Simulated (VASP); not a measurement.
# Be (P3_121) in VASP: relaxation of cell and atoms with r2SCAN

Aim: the relaxation of cell and atoms of Be with r2SCAN.

Everything below comes from runs of VASP 6.6.1. Logs are shortened: lines on timing, memory, paths and dates and some standing lists are left out, and cuts for length are marked.

## Step 1: The cell of the first run

Symmetry: P3_121, No. 152, trigonal system. Conventional cell: a = 2.913 Å, b = 2.913 Å, c = 3.305 Å, α = 90.00°, β = 90.00°, γ = 120.00°. Within 2.1 Å of Be (site symmetry 2) lie 2 Be at 1.58 Å.

## Step 2: Relaxation of cell and atoms, r2SCAN

POSCAR

```
Be
1.0
    2.9132112873      0.0000000000      0.0000000000
   -1.4566056437      2.5229149814      0.0000000000
    0.0000000000      0.0000000000      3.3051357248
Be
3
Direct
    0.2254000000      0.0000000000      0.3333333333
    0.0000000000      0.2254000000      0.6666666667
    0.7746000000      0.7746000000      0.0000000000
```

INCAR.step1

```
PREC = Accurate ; ENCUT = 600
ISMEAR = 0 ; SIGMA = 0.1
LREAL = False ; LASPH = True
NELM = 80 ; GGA = PE
ALGO = Normal ; EDIFF = 1E-4
LWAVE = True ; LCHARG = False
```

INCAR.step2

```
PREC = Accurate ; ENCUT = 600
EDIFF = 1E-7 ; ISMEAR = 0
SIGMA = 0.1 ; LREAL = False
LASPH = True ; NELM = 80
ALGO = Normal ; ISIF = 3
LWAVE = False ; LCHARG = False
METAGGA = R2SCAN ; LMIXTAU = True
IBRION = 2 ; NSW = 90
EDIFFG = -0.04 ; ISTART = 1
```

KPOINTS

```
Automatic mesh
0
Gamma
  6 6 6
```

Potentials or basis: VASP PAW PBE potentials, release 64 (Be).

The run is started by

```console
cat potpaw_PBE.64/Be/POTCAR > POTCAR
cp INCAR.step1 INCAR
mpirun -np 1 vasp_std > vasp.out
cp INCAR.step2 INCAR
mpirun -np 1 vasp_std > vasp.out
```

OUTCAR:

```text
PREC = Accurate
   ENCUT = 600
   EDIFF = 1E-7
   ISMEAR = 0
   LREAL = False
   LASPH = True
   NELM = 80
   ISIF = 3
   METAGGA = R2SCAN
   IBRION = 2
   NSW = 90
   EDIFFG = -0.04
   ISTART = 1

 ion  position               nearest neighbor table
   1  0.225  0.000  0.333-   3 1.58   2 1.58   3 2.29   3 2.29   2 2.29   2 2.29
   2  0.000  0.225  0.667-   3 1.58   1 1.58   3 2.29   3 2.29   1 2.29   1 2.29
   3  0.775  0.775  0.000-   1 1.58   2 1.58   2 2.29   1 2.29   1 2.29   2 2.29

  LATTYP: Found a hexagonal cell.
 ALAT       =     2.9132112873
 C/A-ratio  =     1.1345334749

  Lattice vectors:

 A1 = (   2.9132112873,   0.0000000000,   0.0000000000)
 A2 = (  -1.4566056437,   2.5229149814,   0.0000000000)
 A3 = (   0.0000000000,   0.0000000000,   3.3051357248)

Analysis of symmetry for initial positions (statically):
=====================================================================
 Subroutine PRICEL returns:
 Original cell was already a primitive cell.

 Routine SETGRP: Setting up the symmetry group for a
 hexagonal supercell.

 Subroutine GETGRP returns: Found  6 space group operations
 (whereof  2 operations were pure point group operations)
 out of a pool of 24 trial point group operations.

The static configuration has the point symmetry C_2 .
 The point group associated with its full space group is D_3 .

Analysis of symmetry for dynamics (positions and initial velocities):
=====================================================================
 Subroutine PRICEL returns:
 Original cell was already a primitive cell.

 Routine SETGRP: Setting up the symmetry group for a
 hexagonal supercell.

 Subroutine GETGRP returns: Found  6 space group operations
 (whereof  2 operations were pure point group operations)
 out of a pool of 24 trial point group operations.

The dynamic configuration has the point symmetry C_2 .
 The point group associated with its full space group is D_3 .

 Subroutine INISYM returns: Found  6 space group operations
 (whereof  2 operations are pure point group operations),
 and found     1 'primitive' translations

----------------------------------------------------------------------------------------

                                     Primitive cell

  volume of cell :      24.2920

  direct lattice vectors                    reciprocal lattice vectors
     2.913211287  0.000000000  0.000000000     0.343263808  0.198183452  0.000000000
    -1.456605644  2.522914981  0.000000000     0.000000000  0.396366904  0.000000000
     0.000000000  0.000000000  3.305135725     0.000000000  0.000000000  0.302559436

  length of vectors
     2.913211287  2.913211287  3.305135725     0.396366904  0.396366904  0.302559436

  position of ions in fractional coordinates (direct lattice)
     0.225400000  0.000000000  0.333333333
     0.000000000  0.225400000  0.666666667
     0.774600000  0.774600000  0.000000000

  ion indices of the primitive-cell ions
   primitive index   ion index
                 1           1
                 2           2
                 3           3

----------------------------------------------------------------------------------------

 KPOINTS: Automatic mesh

Automatic generation of k-mesh.
 Grid dimensions read from file:
 generate k-points for:    6    6    6

 Generating k-lattice:

  Cartesian coordinates                     Fractional coordinates (reciprocal lattice)
     0.057210635  0.033030575  0.000000000     0.166666667  0.000000000  0.000000000
     0.000000000  0.066061151  0.000000000     0.000000000  0.166666667  0.000000000
     0.000000000  0.000000000  0.050426573     0.000000000  0.000000000  0.166666667

  Length of vectors
     0.066061151  0.066061151  0.050426573

  Shift w.r.t. Gamma in fractional coordinates (k-lattice)
     0.000000000  0.000000000  0.000000000

 Subroutine IBZKPT returns following result:
 ===========================================

 Found     34 irreducible k-points:

 Following reciprocal coordinates:
            Coordinates               Weight
  0.000000  0.000000  0.000000      1.000000
  0.166667  0.000000  0.000000      6.000000
  0.333333  0.000000  0.000000      6.000000
  0.500000  0.000000  0.000000      3.000000
  0.166667  0.166667  0.000000      6.000000
  0.333333  0.166667  0.000000     12.000000
[... 16 lines left out ...]
  0.500000  0.000000  0.333333      6.000000
  0.166667  0.166667  0.333333     12.000000
 [... further k-points ...]
   k-points           NKPTS =     34   k-points in BZ     NKDIM =     34   number of bands    NBANDS=      7
   number of dos      NEDOS =    301   number of ions     NIONS =      3
   total plane-waves  NPLWV =  16128
   dimension x,y,z NGX =    24 NGY =   24 NGZ =   28
   dimension x,y,z NGXF=    48 NGYF=   48 NGZF=   56
   ions per type =               3
   NGX,Y,Z   is equivalent  to a cutoff of  13.70, 13.70, 14.08 a.u.
   NGXF,Y,Z  is equivalent  to a cutoff of  27.39, 27.39, 28.17 a.u.
 SYSTEM =  unknown system
   PREC   = accura    normal or accurate (medium, high low for compatibility)
   ISTART =      1    job   : 0-new  1-cont  2-samecut
   ICHARG =      0    charge: 1-file 2-atom 10-const
   ISPIN  =      1    spin polarized calculation?
   LNONCOLLINEAR =      F non collinear calculations
   LSORBIT =      F    spin-orbit coupling
   LASPH  =      T    aspherical Exc in radial PAW
   ENCUT  =  600.0 eV  44.10 Ry    6.64 a.u.   5.82  5.82  6.60*2*pi/ulx,y,z
   NELM   =     80;   NELMIN=  2; NELMDL=  0     # of ELM steps
   EDIFF  = 0.1E-06   stopping-criterion for ELM
   LREAL  =      F    real-space projection
   EDIFFG = -.4E-01   stopping-criterion for IOM
   NSW    =     90    number of steps for IOM
   IBRION =      2    ionic relax: 0-MD 1-quasi-New 2-CG
   NFREE  =      1    steps in history (QN), initial steepest desc. (CG)
   ISIF   =      3    stress and relaxation
   ISYM   =      2    0-nonsym 1-usesym 2-fastsym
   POTIM  = 0.5000    time-step for ionic-motion
   TEBEG  =    0.0;   TEEND  =   0.0 temperature during run
   PSTRESS=    0.0 pullay stress
   NELECT =       6.0000    total number of electrons
   NUPDOWN=      -1.0000    fix difference up-down
   EMIN   =  10.00;   EMAX   =-10.00  energy-range for DOS
   EFERMI =   0.00;   METHOD = LEGACY
   ISMEAR =     0;   SIGMA  =   0.10  broadening in eV -4-tet -1-fermi 0-gaus
   EFERMI_NEDOS =   21; number of points for ismear=-14 and -15
   IALGO  =     38    algorithm
   IMIX   =      4    mixing-type and parameters
     AMIX     =   0.40;   BMIX     =  1.00
     AMIX_MAG =   1.60;   BMIX_MAG =  1.00
  volume/ion in A,a.u.               =       8.10        54.64
  Fermi-wavevector in a.u.,A,eV,Ry     =   1.027158  1.941047 14.354877  1.055054
  Thomas-Fermi vector in A             =   2.161088
   LORBIT       =      0    0 simple, 1 ext, 2 COOP (PROOUT), +10 PAW based schemes
   METAGGA = R2SCAN    functional components
   LHFCALC =     F    Hartree Fock is set to
   AEXX    =    0.0000 exact exchange contribution
   IVDW    =     0    specifies the selected vdW correction
   LEPSILON=     F    determine dielectric tensor
   LRPA    =     F    only Hartree local field effects (RPA)
 conjugate gradient relaxation of ions
 non-spin polarized calculation
 Gauss-broadening in eV      SIGMA  =   0.10
  energy-cutoff  :      600.00
  volume of cell :       24.29
 maximum number of plane-waves:       824
 NGX is ok and might be reduce to    24
   NGX = 11   NGY = 11   NGZ = 13

--------------------------------------- Ionic step        1  -------------------------------------------

 number of electron       6.0000000 magnetization

 Free energy of the ion-electron system (eV)
  ---------------------------------------------------
  ext. energy  EPLUGINS =         0.00000000
  ---------------------------------------------------
  free energy    TOTEN  =        -5.91922844 eV

  energy without entropy =       -5.91052844  energy(sigma->0) =       -5.91487844

------------------------ aborting loop because EDIFF is reached ----------------------------------------

  FORCE on cell =-STRESS in cart. coord.  units (eV):
  Direction    XX          YY          ZZ          XY          YZ          ZX
  --------------------------------------------------------------------------------------
  -------------------------------------------------------------------------------------
  Total        6.9284641      6.9284641     11.9342625     -0.0000000      0.0000000     -0.0000000
  in kB      456.9657520    456.9657520    787.1223994     -0.0000000      0.0000000     -0.0000000
  external PRESSURE =     567.0179678 kB  Pullay stress =       0.0000000 kB
[... 22 lines left out ...]
  energy  without entropy=       -5.9105284405  energy(sigma->0) =       -5.91487844

--------------------------------------- Ionic step        2  -------------------------------------------

 number of electron       6.0000000 magnetization

 E-fermi :   3.7371     XC(G=0):  -9.9337

 val. band max:        3.6492429215   @ k =   0.5000   0.0000   0.1667
 cond. band min:       3.7712811138   @ k =   0.1667   0.1667   0.1667
 fundamental gap:      0.1220381923
 Fermi energy:         3.7371077361

 k-point     1 :       0.0000    0.0000    0.0000
  band No.  band energies     occupation
      1      -5.8502      2.00000
      2       2.5358      2.00000
      3       2.5358      2.00000
      4       8.1112      0.00000
      5       9.0427      0.00000
      6       9.0427      0.00000
      7      10.1585      0.00000
[... 297 lines left out ...]
  FREE ENERGIE OF THE ION-ELECTRON SYSTEM (eV)
  ---------------------------------------------------
  free  energy   TOTEN  =        -9.8191661569 eV

  energy  without entropy=       -9.8106609924  energy(sigma->0) =       -9.81491357

[... ionic steps 4 to 22 ...]

--------------------------------------- Ionic step       23  -------------------------------------------

 number of electron       6.0000000 magnetization

------------------------ aborting loop because EDIFF is reached ----------------------------------------

  FORCE on cell =-STRESS in cart. coord.  units (eV):
  Direction    XX          YY          ZZ          XY          YZ          ZX
  --------------------------------------------------------------------------------------
  -------------------------------------------------------------------------------------
  Total        0.3117687      0.3117687      0.6279287     -0.0000000      0.0000000     -0.0000000
  in kB       21.7909179     21.7909180     43.8887683     -0.0000000      0.0000000     -0.0000000
  external PRESSURE =      29.1568681 kB  Pullay stress =       0.0000000 kB
[... 59 lines left out ...]
  energy  without entropy=      -12.7269673101  energy(sigma->0) =      -12.72919853

--------------------------------------- Ionic step       25  -------------------------------------------

 number of electron       6.0000000 magnetization

 Free energy of the ion-electron system (eV)
  ---------------------------------------------------
  ext. energy  EPLUGINS =         0.00000000
  ---------------------------------------------------
  free energy    TOTEN  =       -12.73231244 eV

  energy without entropy =      -12.72787981  energy(sigma->0) =      -12.73009613

 E-fermi :   7.8840     XC(G=0): -11.2970

 val. band max:        7.8445215768   @ k =   0.5000   0.0000   0.3333
 cond. band min:       7.9024138169   @ k =   0.0000   0.1667   0.3333
 fundamental gap:      0.0578922401
 Fermi energy:         7.8839891540

 k-point     1 :       0.0000    0.0000    0.0000
  band No.  band energies     occupation
      1      -5.0757      2.00000
      2       6.6551      2.00000
      3       6.6591      2.00000
      4       6.6591      2.00000
      5       6.6630      2.00000
      6      13.8897      0.00000
      7      13.8897      0.00000
[... 260 lines left out ...]
  FREE ENERGIE OF THE ION-ELECTRON SYSTEM (eV)
  ---------------------------------------------------
  free  energy   TOTEN  =       -12.7323124450 eV

  energy  without entropy=      -12.7278798090  energy(sigma->0) =      -12.73009613

 reached required accuracy - stopping structural energy minimisation
```

Wall time 3.4 min (1 thread of Intel Xeon 6975P-C (Granite Rapids), shared host); peak memory 0.14 GiB.

Results:

| Item | Value |
| --- | --- |
| Free energy | -12.7323 eV |
| Relaxed volume | 7.82 Å³/atom |
| Relaxed cell | a = 3.538 Å, b = 3.538 Å, c = 2.163 Å, α = 90.00°, β = 90.00°, γ = 120.00° |
| Space group after relaxing (to 0.05 Å) | Im-3m (No. 229) |
| Energy gained by relaxing | 2271.0 meV/atom |
| Ionic steps | 25 |
| Pressure after relaxing | -0.1 GPa |
| Largest force after relaxing | 0.004 eV/Å |
| Band gap on the k mesh | zero (band 3 reaches 12.51 eV, above the bottom of band 4 at 6.66 eV) |

Forces in eV/Å, atoms in the order of the input:
```
Be  -0.004  0.000  0.000
Be   0.002 -0.004  0.000
Be   0.002  0.004  0.000
```

Stress tensor (GPa, compression positive):
```
-0.11  0.00  0.00
 0.00 -0.11  0.00
 0.00  0.00  0.01
```

Step by step:
| step | energy change (eV) | largest force (eV/Å) | pressure (GPa) | volume (Å³) |
| --- | --- | --- | --- | --- |
| 1 | 0.0000 | 8.6044 | 56.70 | 24.29 |
| 2 | -3.6465 | 0.5515 | -8.54 | 35.77 |
| 3 | -3.8999 | 0.2140 | -2.81 | 31.64 |
| 4 | -3.8999 | 0.1621 | -3.19 | 31.80 |
| 5 | -3.9162 | 0.0844 | -1.42 | 30.98 |
| 6 | -3.9208 | 0.0166 | 0.15 | 30.34 |
| 7 | -3.9208 | 0.0114 | 0.27 | 30.30 |
| 8 | -3.9244 | 0.0061 | 0.36 | 30.28 |
| 9 | -3.9511 | 0.0628 | 0.57 | 30.20 |
| 10 | -4.0839 | 0.1943 | 0.35 | 30.02 |
| 11 | -4.5299 | 0.4510 | -1.94 | 29.48 |
| 12 | -5.7931 | 0.9621 | -6.66 | 27.65 |
| 13 | -1.7079 | 0.2833 | 67.74 | 20.63 |
| 14 | -6.1980 | 1.0155 | -7.82 | 26.83 |
| 15 | -6.3415 | 0.8584 | 3.00 | 24.24 |
| 16 | -6.4914 | 1.0004 | -6.79 | 25.78 |
| 17 | -6.5194 | 1.0121 | -5.69 | 25.46 |
| 18 | -6.5605 | 0.9684 | -5.19 | 25.22 |
| 19 | -6.6658 | 0.8249 | -3.34 | 24.50 |
| 20 | -6.7785 | 0.3902 | 2.19 | 23.11 |
| 21 | -6.7811 | 0.2115 | 4.15 | 22.75 |
| 22 | -6.8063 | 0.0628 | 3.06 | 22.90 |
| 23 | -6.8068 | 0.1120 | 2.92 | 22.92 |
| 24 | -6.8122 | 0.0399 | 1.08 | 23.24 |
| 25 | -6.8131 | 0.0044 | -0.07 | 23.45 |

Final structure:
```
Be
1.0
     3.53769    0.00000    0.00000
    -1.76885    3.06373    0.00000
     0.00000    0.00000    2.16330
Be
3
Direct
  0.33343 0.00000 0.33333
  0.00000 0.33343 0.66667
  0.66657 0.66657 0.00000
```

Caveat: the k points lie up to 0.48 Å⁻¹ apart in the final cell; the PAW data sets were made with another functional, which shifts forces and pressure a little.
